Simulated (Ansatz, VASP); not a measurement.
One calculation of N, two programs

```xyz
4
Lattice="5.9293 0.7129 0.7129 0.7129 5.9293 0.7129 0.7129 0.7129 5.9293" Properties=species:S:1:pos:R:3 pbc="T T T"
N     0.0005    0.0005    0.0005
N     4.0336    6.6418    4.0343
N     4.0343    4.0336    6.6418
N     6.6418    4.0343    4.0336
```

Alike in both runs: task single point; functional PBEsol; k mesh 4 × 4 × 4; occupations gaussian, width 0.05 eV; collinear spin.

|  | VASP | Ansatz |
| --- | --- | --- |
| version | VASP 6.6.1 | Ansatz 0.2.0 |
| potentials or method | VASP PAW PBE potentials, release 64 (N), cutoff 520 eV | scalar-relativistic, plane waves, PAW |
| valence electrons in the cell | 20 | 20 |

|  | VASP | Ansatz | Ansatz less VASP |
| --- | --- | --- | --- |
| gap on the k mesh at the Fermi level (eV) | 3.03 | 3.03 | -0.001 |
| least direct gap on the mesh (eV) | 3.04 | 3.04 | 0.000 |
| pressure (GPa) | 0.1 | 0.1 | +0.05 |
| traceless stress, the component that is largest in VASP (GPa) | -0.07 | -0.07 | -0.001 |
| net moment per atom (μB) | 3.00 | 3.00 | 0.000 |
| size of the moment on the site where the two differ most (μB) | 1.94 | 2.90 | +0.957 |

VASP's potentials were made for PBE, not for PBEsol. Site moments also hang on the region over which each program counts them.
